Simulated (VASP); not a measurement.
# FeCu (Cmmm) in VASP: further runs

The runs below take FeCu through single point, with PBE.

Everything below comes from runs of VASP 6.6.1. Logs are shortened: lines on timing, memory, paths and dates and some standing lists are left out, and cuts for length are marked.

## Step 1: The cell of the first run

Symmetry: Cmmm, No. 65, orthorhombic system. The conventional cell has a = 2.877 Å, b = 3.976 Å, c = 4.138 Å, α = 90.00°, β = 90.00°, γ = 90.00°. Fe (site symmetry mmm) has 6 Fe at 2.45 to 2.88 Å and 8 Cu at 2.52 to 2.87 Å within 3.2 Å. Cu (site symmetry mmm) has 6 Cu at 2.45 to 2.88 Å and 8 Fe at 2.52 to 2.87 Å within 3.2 Å.

## Step 2: Single point, PBE, collinear spin, ferromagnetic start

File INCAR:

```
PREC = Accurate ; ENCUT = 700
EDIFF = 1E-6 ; ISMEAR = -1
SIGMA = 0.03 ; LREAL = F
LASPH = T ; NELM = 200
ALGO = Normal ; ISIF = 2
LWAVE = F ; LCHARG = T
ISPIN = 2 ; MAGMOM = 3 0
LORBIT = 11 ; LMAXMIX = 4
GGA = PE ; LELF = T
LVHAR = T ; NBANDS = 28
GGA_COMPAT = F
```

File KPOINTS:

```
regular mesh
0
Gamma
  12 12 7
```

File POSCAR:

```
FeCu
1.0
    1.4382720000     -1.9879340000      0.0000000000
    1.4382720000      1.9879340000      0.0000000000
    0.0000000000      0.0000000000      4.1381350000
Fe Cu
1 1
Direct
    0.0000000000      0.0000000000      0.0000000000
    0.5000000000      0.5000000000      0.5000000000
```

Potentials or basis: VASP PAW PBE potentials, release 64 (Fe_sv, Cu_sv_GW).

Run with:

```
cat potpaw_PBE.64/Fe_sv/POTCAR potpaw_PBE.64/Cu_sv_GW/POTCAR > POTCAR
mpirun -np 1 vasp_std > vasp.out
```

OUTCAR:

```text
PREC = Accurate
   ENCUT = 700
   EDIFF = 1E-6
   ISMEAR = -1
   LREAL = F
   LASPH = T
   NELM = 200
   ISIF = 2
   ISPIN = 2
   LORBIT = 11
   GGA = PE

 ion  position               nearest neighbor table
   1  0.000  0.000  0.000-   2 2.52   2 2.52   2 2.52   2 2.52
   2  0.500  0.500  0.500-   1 2.52   1 2.52   1 2.52   1 2.52

  LATTYP: Found a base centered orthorhombic cell.
 ALAT       =     2.8765440000
 B/A-ratio  =     1.3821683242
 C/A-ratio  =     1.4385787250

  Lattice vectors:

 A1 = (   1.4382720000,  -1.9879340000,   0.0000000000)
 A2 = (   1.4382720000,   1.9879340000,   0.0000000000)
 A3 = (   0.0000000000,   0.0000000000,   4.1381350000)

Analysis of symmetry for initial positions (statically):
=====================================================================
 Subroutine PRICEL returns:
 Original cell was already a primitive cell.

 Routine SETGRP: Setting up the symmetry group for a
 base centered orthorhombic supercell.

 Subroutine GETGRP returns: Found  8 space group operations
 (whereof  8 operations were pure point group operations)
 out of a pool of  8 trial point group operations.

The static configuration has the point symmetry D_2h.

Analysis of symmetry for dynamics (positions and initial velocities):
=====================================================================
 Subroutine PRICEL returns:
 Original cell was already a primitive cell.

 Routine SETGRP: Setting up the symmetry group for a
 base centered orthorhombic supercell.

 Subroutine GETGRP returns: Found  8 space group operations
 (whereof  8 operations were pure point group operations)
 out of a pool of  8 trial point group operations.

The dynamic configuration has the point symmetry D_2h.

Analysis of structural, dynamic, and magnetic symmetry:
=====================================================================
 Subroutine PRICEL returns:
 Original cell was already a primitive cell.

 Routine SETGRP: Setting up the symmetry group for a
 base centered orthorhombic supercell.

 Subroutine GETGRP returns: Found  8 space group operations
 (whereof  8 operations were pure point group operations)
 out of a pool of  8 trial point group operations.

The overall configuration has the point symmetry D_2h.

 Subroutine INISYM returns: Found  8 space group operations
 (whereof  8 operations are pure point group operations),
 and found     1 'primitive' translations

----------------------------------------------------------------------------------------

                                     Primitive cell

  volume of cell :      23.6634

  direct lattice vectors                    reciprocal lattice vectors
     1.438272000 -1.987934000  0.000000000     0.347639389 -0.251517405  0.000000000
     1.438272000  1.987934000  0.000000000     0.347639389  0.251517405  0.000000000
     0.000000000  0.000000000  4.138135000     0.000000000  0.000000000  0.241654755

  length of vectors
     2.453672336  2.453672336  4.138135000     0.429085248  0.429085248  0.241654755

  position of ions in fractional coordinates (direct lattice)
     0.000000000  0.000000000  0.000000000
     0.500000000  0.500000000  0.500000000

  ion indices of the primitive-cell ions
   primitive index   ion index
                 1           1
                 2           2

----------------------------------------------------------------------------------------

 KPOINTS: regular mesh

Automatic generation of k-mesh.
 Grid dimensions read from file:
 generate k-points for:   12   12    7

 Generating k-lattice:

  Cartesian coordinates                     Fractional coordinates (reciprocal lattice)
     0.028969949 -0.020959784  0.000000000     0.083333333  0.000000000  0.000000000
     0.028969949  0.020959784  0.000000000     0.000000000  0.083333333  0.000000000
     0.000000000  0.000000000  0.034522108     0.000000000  0.000000000  0.142857143

  Length of vectors
     0.035757104  0.035757104  0.034522108

  Shift w.r.t. Gamma in fractional coordinates (k-lattice)
     0.000000000  0.000000000  0.000000000

 Subroutine IBZKPT returns following result:
 ===========================================

 Found    172 irreducible k-points:

 Following reciprocal coordinates:
            Coordinates               Weight
  0.000000  0.000000  0.000000      1.000000
  0.083333  0.000000  0.000000      4.000000
  0.166667 -0.000000  0.000000      4.000000
  0.250000 -0.000000  0.000000      4.000000
  0.333333 -0.000000  0.000000      4.000000
  0.416667 -0.000000  0.000000      4.000000
[... 16 lines left out ...]
  0.500000  0.166667  0.000000      4.000000
 -0.416667  0.166667  0.000000      4.000000
 [... further k-points ...]
   k-points           NKPTS =    172   k-points in BZ     NKDIM =    172   number of bands    NBANDS=     28
   number of dos      NEDOS =    301   number of ions     NIONS =      2
   total plane-waves  NPLWV =  20736
   dimension x,y,z NGX =    24 NGY =   24 NGZ =   36
   dimension x,y,z NGXF=    48 NGYF=   48 NGZF=   72
   ions per type =               1   1
   NGX,Y,Z   is equivalent  to a cutoff of  16.26, 16.26, 14.46 a.u.
   NGXF,Y,Z  is equivalent  to a cutoff of  32.52, 32.52, 28.93 a.u.
 SYSTEM =  unknown system
   PREC   = accura    normal or accurate (medium, high low for compatibility)
   ISTART =      0    job   : 0-new  1-cont  2-samecut
   ICHARG =      2    charge: 1-file 2-atom 10-const
   ISPIN  =      2    spin polarized calculation?
   LNONCOLLINEAR =      F non collinear calculations
   LSORBIT =      F    spin-orbit coupling
   LASPH  =      T    aspherical Exc in radial PAW
   ENCUT  =  700.0 eV  51.45 Ry    7.17 a.u.   5.29  5.29  8.93*2*pi/ulx,y,z
   NELM   =    200;   NELMIN=  2; NELMDL= -5     # of ELM steps
   EDIFF  = 0.1E-05   stopping-criterion for ELM
   LREAL  =      F    real-space projection
   EDIFFG = 0.1E-04   stopping-criterion for IOM
   NSW    =      0    number of steps for IOM
   IBRION =     -1    ionic relax: 0-MD 1-quasi-New 2-CG
   NFREE  =      0    steps in history (QN), initial steepest desc. (CG)
   ISIF   =      2    stress and relaxation
   ISYM   =      2    0-nonsym 1-usesym 2-fastsym
   POTIM  = 0.5000    time-step for ionic-motion
   TEBEG  =    0.0;   TEEND  =   0.0 temperature during run
   PSTRESS=    0.0 pullay stress
   NELECT =      35.0000    total number of electrons
   NUPDOWN=      -1.0000    fix difference up-down
   EMIN   =  10.00;   EMAX   =-10.00  energy-range for DOS
   EFERMI =   0.00;   METHOD = LEGACY
   ISMEAR =    -1;   SIGMA  =   0.03  broadening in eV -4-tet -1-fermi 0-gaus
   EFERMI_NEDOS =   21; number of points for ismear=-14 and -15
   IALGO  =     38    algorithm
   IMIX   =      4    mixing-type and parameters
     AMIX     =   0.40;   BMIX     =  1.00
     AMIX_MAG =   1.60;   BMIX_MAG =  1.00
  volume/ion in A,a.u.               =      11.83        79.84
  Fermi-wavevector in a.u.,A,eV,Ry     =   1.865255  3.524822 47.337085  3.479178
  Thomas-Fermi vector in A             =   2.912212
   LORBIT       =     11    0 simple, 1 ext, 2 COOP (PROOUT), +10 PAW based schemes
   GGA     = PE    functional components
   LHFCALC =     F    Hartree Fock is set to
   AEXX    =    0.0000 exact exchange contribution
   IVDW    =     0    specifies the selected vdW correction
   LEPSILON=     F    determine dielectric tensor
   LRPA    =     F    only Hartree local field effects (RPA)
 spin polarized calculation
  energy-cutoff  :      700.00
  volume of cell :       23.66
 maximum number of plane-waves:      1008
 NGX is ok and might be reduce to    24
   NGX = 11   NGY = 11   NGZ = 17

 number of electron      35.0000012 magnetization       2.6207174

 Free energy of the ion-electron system (eV)
  ---------------------------------------------------
  ext. energy  EPLUGINS =         0.00000000
  ---------------------------------------------------
  free energy    TOTEN  =       -11.80719269 eV

  energy without entropy =      -11.80176725  energy(sigma->0) =      -11.80447997

 E-fermi :   9.7332     XC(G=0): -13.4111

 val. band max:        9.7325016612   @ k =  -0.3333   0.3333   0.0000
 cond. band min:       9.7350653190   @ k =   0.5000   0.5000   0.4286
 fundamental gap:      0.0025636578
 Fermi energy:         9.7332345080

 spin component 1

 k-point     1 :       0.0000    0.0000    0.0000
  band No.  band energies     occupation
      1    -103.1857      1.00000
      2     -78.6425      1.00000
      3     -60.6021      1.00000
      4     -60.5109      1.00000
      5     -60.4599      1.00000
      6     -44.8764      1.00000
[... 20 lines left out ...]
     27      34.5789      0.00000
     28      34.9295      0.00000
[... 683 lines left out ...]
 k-point    24 :      -0.4167    0.1667    0.0000
  band No.  band energies     occupation
      1    -103.1757      1.00000
      2     -78.6004      1.00000
      3     -60.5918      1.00000
      4     -60.5688      1.00000
      5     -60.5030      1.00000
      6     -44.8408      1.00000
[... 20 lines left out ...]
     27      31.2986      0.00000
     28      33.6631      0.00000

 [... further k-points ...]

 spin component 2

 k-point     1 :       0.0000    0.0000    0.0000
  band No.  band energies     occupation
      1    -103.0095      1.00000
      2     -75.6669      1.00000
      3     -60.3985      1.00000
      4     -60.3533      1.00000
      5     -60.3124      1.00000
      6     -41.8298      1.00000
[... 20 lines left out ...]
     27      34.4584      0.00000
     28      35.2149      0.00000
[... 683 lines left out ...]
 k-point    24 :      -0.4167    0.1667    0.0000
  band No.  band energies     occupation
      1    -102.9994      1.00000
      2     -75.6205      1.00000
      3     -60.4158      1.00000
      4     -60.3881      1.00000
      5     -60.3522      1.00000
      6     -41.8593      1.00000
[... 20 lines left out ...]
     27      31.5195      0.00000
     28      34.0228      0.00000

 [... further k-points ...]

------------------------ aborting loop because EDIFF is reached ----------------------------------------

  FORCE on cell =-STRESS in cart. coord.  units (eV):
  Direction    XX          YY          ZZ          XY          YZ          ZX
  --------------------------------------------------------------------------------------
  -------------------------------------------------------------------------------------
  Total       -0.1983271     -0.2155945     -0.2744952     -0.0000000      0.0000000      0.0000000
  in kB      -13.4281139    -14.5972328    -18.5852223     -0.0000000      0.0000000      0.0000000
  external PRESSURE =     -15.5368564 kB  Pullay stress =       0.0000000 kB

 VOLUME and BASIS-vectors are now :
 -----------------------------------------------------------------------------
  energy-cutoff  :      700.00
  volume of cell :       23.66
      direct lattice vectors                 reciprocal lattice vectors
     1.438272000 -1.987934000  0.000000000     0.347639389 -0.251517405  0.000000000
     1.438272000  1.987934000  0.000000000     0.347639389  0.251517405  0.000000000
     0.000000000  0.000000000  4.138135000     0.000000000  0.000000000  0.241654755

 POSITION                                       TOTAL-FORCE (eV/Angst)
 -----------------------------------------------------------------------------------
      0.00000      0.00000      0.00000        -0.000000      0.000000      0.000000
      1.43827      0.00000      2.06907         0.000000      0.000000      0.000000
 -----------------------------------------------------------------------------------
    total drift:                                0.000000      0.000000     -0.000000

  FREE ENERGIE OF THE ION-ELECTRON SYSTEM (eV)
  ---------------------------------------------------
  free  energy   TOTEN  =       -11.8071926865 eV

  energy  without entropy=      -11.8017672478  energy(sigma->0) =      -11.80447997

 total charge

# of ion       s       p       d       f       tot
--------------------------------------------------
    1        2.174   6.021   5.532   0.000  13.727
    2        2.308   6.449   8.858   0.004  17.619
--------------------------------------------------
tot          4.482  12.470  14.391   0.004  31.347

 magnetization (x)

# of ion       s       p       d       f       tot
--------------------------------------------------
    1        0.005   0.002   2.489   0.000   2.497
    2       -0.011  -0.049   0.138   0.000   0.079
--------------------------------------------------
tot         -0.005  -0.046   2.627   0.000   2.576
```

Wall time 3.1 min (1 thread of Intel Xeon Platinum 8488C (Sapphire Rapids), shared host); peak memory 0.41 GiB.

What came out:

* Free energy: -11.8072 eV
* Pressure: -1.6 GPa
* Net moment: 2.62 μB per cell
* Site moments: Fe +2.50; Cu +0.08 μB
* Valence electrons inside the program's atomic spheres: Fe 13.73; Cu 17.62

## Step 3: Single point, PBE, collinear spin, ferromagnetic start (13.96 Å³/atom)

This run uses another cell than the first one, of 13.96 Å³/atom.

File INCAR:

```
PREC = Accurate
ENCUT = 700
EDIFF = 1E-6
ISMEAR = -1
SIGMA = 0.03
LREAL = False
LASPH = True
NELM = 200
ALGO = Normal
ISIF = 2
LWAVE = False
LCHARG = False
ISPIN = 2
MAGMOM = 3 0
LORBIT = 11
LMAXMIX = 4
GGA = PE
NBANDS = 28
GGA_COMPAT = False
```

File KPOINTS:

```
Automatic mesh
0
Gamma
  12 12 7
```

File POSCAR:

```
FeCu
1.0
    1.5198533843     -2.1006932052      0.0000000000
    1.5198533843      2.1006932052      0.0000000000
    0.0000000000      0.0000000000      4.3728574876
Fe Cu
1 1
Direct
    0.0000000000      0.0000000000      0.0000000000
    0.5000000000      0.5000000000      0.5000000000
```

Potentials or basis: VASP PAW PBE potentials, release 64 (Fe_sv, Cu_sv_GW).

Run with:

```
cat potpaw_PBE.64/Fe_sv/POTCAR potpaw_PBE.64/Cu_sv_GW/POTCAR > POTCAR
mpirun -np 1 vasp_std > vasp.out
```

OUTCAR:

```text
PREC = Accurate
   ENCUT = 700
   EDIFF = 1E-6
   ISMEAR = -1
   LREAL = False
   LASPH = True
   NELM = 200
   ISIF = 2
   ISPIN = 2
   LORBIT = 11
   GGA = PE

 ion  position               nearest neighbor table
   1  0.000  0.000  0.000-
   2  0.500  0.500  0.500-

  LATTYP: Found a base centered orthorhombic cell.
 ALAT       =     3.0397067686
 B/A-ratio  =     1.3821683242
 C/A-ratio  =     1.4385787250

  Lattice vectors:

 A1 = (   1.5198533843,  -2.1006932052,   0.0000000000)
 A2 = (   1.5198533843,   2.1006932052,   0.0000000000)
 A3 = (   0.0000000000,   0.0000000000,   4.3728574876)

Analysis of symmetry for initial positions (statically):
=====================================================================
 Subroutine PRICEL returns:
 Original cell was already a primitive cell.

 Routine SETGRP: Setting up the symmetry group for a
[... 943 lines left out ...]
      4     -62.0636      1.00000
      5     -62.0322      1.00000
      6     -43.8306      1.00000
[... 733 lines left out ...]
     27      27.4466      0.00000
     28      28.9988      0.00000

 [... further k-points ...]

------------------------ aborting loop because EDIFF is reached ----------------------------------------

  FORCE on cell =-STRESS in cart. coord.  units (eV):
  Direction    XX          YY          ZZ          XY          YZ          ZX
  --------------------------------------------------------------------------------------
  -------------------------------------------------------------------------------------
  Total       -3.2769331     -3.4087306     -3.0799733      0.0000000      0.0000000      0.0000000
  in kB     -188.0262646   -195.5886350   -176.7249610      0.0000000      0.0000000      0.0000000
  external PRESSURE =    -186.7799535 kB  Pullay stress =       0.0000000 kB

 VOLUME and BASIS-vectors are now :
 -----------------------------------------------------------------------------
  energy-cutoff  :      700.00
  volume of cell :       27.92
      direct lattice vectors                 reciprocal lattice vectors
     1.519853384 -2.100693205  0.000000000     0.328979101 -0.238016669  0.000000000
     1.519853384  2.100693205  0.000000000     0.328979101  0.238016669  0.000000000
     0.000000000  0.000000000  4.372857488     0.000000000  0.000000000  0.228683419

 POSITION                                       TOTAL-FORCE (eV/Angst)
 -----------------------------------------------------------------------------------
      0.00000      0.00000      0.00000         0.000000     -0.000000      0.000000
      1.51985      0.00000      2.18643        -0.000000      0.000000      0.000000
 -----------------------------------------------------------------------------------
    total drift:                                0.000000      0.000000     -0.000000

  FREE ENERGIE OF THE ION-ELECTRON SYSTEM (eV)
  ---------------------------------------------------
  free  energy   TOTEN  =       -11.5660428783 eV

  energy  without entropy=      -11.5612625721  energy(sigma->0) =      -11.56365273

 total charge

# of ion       s       p       d       f       tot
--------------------------------------------------
    1        2.156   6.001   5.499   0.000  13.656
    2        2.279   6.336   8.871   0.002  17.488
--------------------------------------------------
tot          4.435  12.337  14.370   0.002  31.144

 magnetization (x)

# of ion       s       p       d       f       tot
--------------------------------------------------
    1        0.006   0.002   2.725   0.000   2.733
    2       -0.011  -0.042   0.120   0.000   0.067
--------------------------------------------------
tot         -0.005  -0.040   2.845   0.000   2.800
```

OSZICAR:

```text
N       E                     dE             d eps       ncg     rms          rms(c)
DAV:   1     0.637136534009E+03    0.63714E+03   -0.25463E+04 30452   0.385E+03
DAV:   2     0.388504329335E+02   -0.59829E+03   -0.57358E+03 29568   0.106E+03
DAV:   3    -0.110185937262E+02   -0.49869E+02   -0.49138E+02 30016   0.309E+02
DAV:   4    -0.131866311156E+02   -0.21680E+01   -0.21670E+01 29508   0.621E+01
DAV:   5    -0.133970447929E+02   -0.21041E+00   -0.21041E+00 27464   0.152E+01    0.130E+01
DAV:   6    -0.127779212405E+02    0.61912E+00   -0.15130E+01 28936   0.208E+02    0.136E+01
DAV:   7    -0.116160500650E+02    0.11619E+01   -0.42986E+00 28064   0.122E+02    0.453E+00
DAV:   8    -0.116490363208E+02   -0.32986E-01   -0.64163E-01 31384   0.423E+01    0.375E+00
DAV:   9    -0.115720324724E+02    0.77004E-01   -0.27351E-01 27852   0.296E+01    0.196E+00
DAV:  10    -0.115658096224E+02    0.62228E-02   -0.23409E-02 31120   0.552E+00    0.401E-01
DAV:  11    -0.115660413304E+02   -0.23171E-03   -0.29913E-03 31580   0.187E+00    0.103E-01
DAV:  12    -0.115660342996E+02    0.70308E-05   -0.20603E-04 32928   0.252E-01    0.628E-02
DAV:  13    -0.115660420667E+02   -0.77670E-05   -0.18925E-05 27412   0.117E-01    0.333E-02
DAV:  14    -0.115660436615E+02   -0.15949E-05   -0.54058E-06 23632   0.699E-02    0.700E-03
DAV:  15    -0.115660428783E+02    0.78326E-06   -0.73604E-07 12908   0.413E-02
   1 F= -.11566043E+02 E0= -.11563653E+02  d E =-.478031E-02  mag=     2.8397
```

Run time: 2.7 min. Hardware: 1 thread of Intel Xeon 6975P-C (Granite Rapids), shared host; peak memory 0.45 GiB.

What came out:

```
Free energy                                           : -11.5660 eV
Pressure                                              : -18.7 GPa
Net moment                                            : 2.84 μB per cell
Site moments                                          : Fe +2.73; Cu +0.07 μB
Valence electrons inside the program's atomic spheres : Fe 13.66; Cu 17.49
```

Levels at points of the mesh, in eV from the Fermi level:
Spin up:
| k point | band 17 | band 18 | band 19 | band 20 | band 21 | band 22 |
| --- | --- | --- | --- | --- | --- | --- |
| (0.00, 0.00, 0.00) | -1.70 | -1.63 | -1.28 | -0.49 | 3.79 | 16.18 |
| (0.50, 0.00, 0.00) | -1.84 | -1.38 | 0.17 | 0.99 | 7.78 | 7.93 |
| (0.50, 0.50, 0.00) | -1.33 | -0.43 | 0.13 | 4.54 | 7.54 | 7.66 |
Spin down:
| k point | band 14 | band 15 | band 16 | band 17 | band 18 | band 19 |
| --- | --- | --- | --- | --- | --- | --- |
| (0.00, 0.00, 0.00) | -1.93 | -1.22 | -0.80 | -0.43 | 1.29 | 1.45 |
| (0.50, 0.00, 0.00) | -1.86 | -1.34 | -1.04 | 0.25 | 1.30 | 1.69 |
| (0.50, 0.50, 0.00) | -0.80 | 0.11 | 0.16 | 0.76 | 0.82 | 2.08 |

Caveat: the cell stands under tension.
